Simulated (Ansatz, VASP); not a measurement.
**TePb: VASP beside Ansatz**

```
Te Pb
1.0
     0.00000    3.26786    3.26786
     3.26786    0.00000    3.26786
     3.26786    3.26786    0.00000
Te Pb
1 1
Direct
  0.50000 0.50000 0.50000
  0.00000 0.00000 0.00000
```

Alike in both runs: task single point; functional PBE-based screened hybrid with a share of 0.1 of exact exchange and HFSCREEN = 0.3; k mesh 4 × 4 × 4; no spin polarisation.

|  | VASP | Ansatz |
| --- | --- | --- |
| version | VASP 6.6.1 | Ansatz 0.2.0 |
| potentials or method | VASP PAW PBE potentials, release 64 (Te, Pb_d) | plane waves |
| plane-wave cutoff (eV) | 520 | 420 |
| occupations | gaussian, width 0.01 eV | fixed |
| valence electrons in the cell | 20 | 30 |

|  | VASP | Ansatz | Ansatz less VASP |
| --- | --- | --- | --- |
| gap on the k mesh at the Fermi level (eV) | 0.90 | 0.91 | +0.011 |
| pressure (GPa) | 0.2 | 0.3 | +0.12 |

VASP's potentials were made for PBE, not for PBE-based screened hybrid. VASP's potentials hold 20 valence electrons a cell and Ansatz's 30, so a difference there can come from the potentials and not from the codes. Ansatz's warnings: stress exchange threshold loose, stress scf threshold loose.

Spin-orbit coupling is off throughout.
